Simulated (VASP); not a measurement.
A run of VASP 6.6.1 is set up as follows.

The input INCAR:

```
PREC = Accurate ; ENCUT = 520
EDIFF = 1E-7 ; ISMEAR = 0
SIGMA = 0.15 ; LREAL = False
LASPH = True ; NELM = 80
ALGO = Normal ; ISIF = 2
LWAVE = False ; LCHARG = True
GGA = PE ; LELF = True
LVHAR = True ; NBANDS = 16
```

The input KPOINTS:

```
Automatic mesh
0
Gamma
  18 18 16
```

Contents of POSCAR:

```
WC
1.0
    2.9005014360      0.0000000000      0.0000000000
   -1.4502507180      2.5119079273      0.0000000000
    0.0000000000      0.0000000000      2.8290000000
W C
1 1
Direct
    0.0000000000      0.0000000000      0.0000000000
    0.6666666667      0.3333333333      0.5000000000
```

Potentials or basis: VASP PAW PBE potentials, release 64 (W_sv, C).

Run with:

```bash
$ cat potpaw_PBE.64/W_sv/POTCAR potpaw_PBE.64/C/POTCAR > POTCAR
$ mpirun -np 1 vasp_std > vasp.out
```

Problem. Estimate the pressure.

Solution. 9.6 GPa.

Problem. Estimate the band gap on the k mesh.

Solution. Zero (band 9 reaches 11.81 eV, above the bottom of band 10 at 10.58 eV).

Stress tensor (GPa, compression positive):
```
 9.33  0.00  0.00
 0.00  9.33  0.00
 0.00  0.00 10.22
```

Caveat: spin-orbit coupling is left out, which moves the levels of the heavy elements.
